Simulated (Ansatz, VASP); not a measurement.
## Two plane-wave programs on Si3C2

```
Si C
1.0
     2.90857    0.00000    0.00000
    -1.45428    2.51889    0.00000
     0.00000    0.00000   14.44873
Si C
6 4
Direct
  0.33333 0.66667 0.41607
  0.33333 0.66667 0.58393
  0.66667 0.33333 0.91468
  0.66667 0.33333 0.08532
  0.66667 0.33333 0.25964
  0.66667 0.33333 0.74036
  0.33333 0.66667 0.80137
  0.33333 0.66667 0.00000
  0.33333 0.66667 0.19863
  0.66667 0.33333 0.50000
```

Alike in both runs: task relaxation of cell and atoms; functional PBE; k mesh 12 × 12 × 4; occupations gaussian, width 0.1 eV; no spin polarisation.

|  | VASP | Ansatz |
| --- | --- | --- |
| version | VASP 6.6.1 | Ansatz 0.2.0 |
| potentials or method | VASP PAW PBE potentials, release 64 (Si, C), cutoff 600 eV | scalar-relativistic, plane waves, PAW |
| valence electrons in the cell | 40 | 40 |

```tsv
	VASP	Ansatz	Ansatz less VASP
gap on the k mesh at the Fermi level, each at its own relaxed structure (eV)	none	none	-
relaxed volume (Å³/atom)	10.62	10.61	-0.009
relaxed length of the cell vector where the two differ most in proportion (Å)	2.911	2.910	-0.0013
```

A gap of «none» marks a metal or a gap that the smearing closes.
